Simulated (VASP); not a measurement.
Set up this calculation in VASP 6.6.1, as the native input.

| Property | Result |
| --- | --- |
| Task | single point |
| Functional | BLYP |
| Potentials or basis | VASP PAW PBE potentials, release 64 (Co) |
| Cutoff | 520 eV |
| k mesh | 12 × 12 × 17 |
| Occupations | fermi-dirac, width 0.05 eV |
| Spin | collinear spin, ferromagnetic start |
| Starting moments | [1.693, 1.739, 1.739] μB |
| Dipole correction | no |
| Further INCAR settings | ALGO = Normal; EDIFF = 1e-07; NBANDS = 24 |

The structure of Co lies in POSCAR:

```
Co
1.0
    4.1231574312      0.0000000000      0.0000000000
   -2.0615787156      3.5707590792      0.0000000000
    0.0000000000      0.0000000000      2.5441436101
Co
3
Direct
    0.0000000000      0.0000000000      0.0000000000
    0.3333333333      0.6666666667      0.5000000000
    0.6666666667      0.3333333333      0.5000000000
```

This cell differs from its parent crystal: volume scaled by 1.08.

These files were run (other wordings do the same):

INCAR

```
SYSTEM = Co
AGGAC = 1.0
AGGAX = 1.0
ALDAC = 0.0
ALDAX = 1.0
ALGO = Normal
EDIFF = 1E-7
ENCUT = 520
GGA = B5
ISIF = 2
ISMEAR = -1
ISPIN = 2
LASPH = .True.
LCHARG = .False.
LMAXMIX = 4
LORBIT = 11
LREAL = .False.
LWAVE = .False.
MAGMOM = 1.693 1.739 1.739
NBANDS = 24
NELM = 150
PREC = Accurate
SIGMA = 0.05
```

KPOINTS

```
k-points
0
Gamma
  12 12 17
  0 0 0
```

Potentials or basis: VASP PAW PBE potentials, release 64 (Co).

Launch:

```sh
$ cat potpaw_PBE.64/Co/POTCAR > POTCAR
$ mpirun -np 1 vasp_std > vasp.out
```

Results of the run:

```
Pressure                                              : -11.7 GPa
Net moment                                            : 5.06 μB per cell
Site moments                                          : Co +1.69, +1.74 μB
Valence electrons inside the program's atomic spheres : Co 8.04, 8.11
```

Caveat: the PAW data sets were made with another functional, which shifts forces and pressure a little.

Run time: 3.4 min on 1 thread of Intel(R) Xeon(R) Platinum 8488C (Sapphire Rapids), on a shared host, peak memory 0.32 GiB.
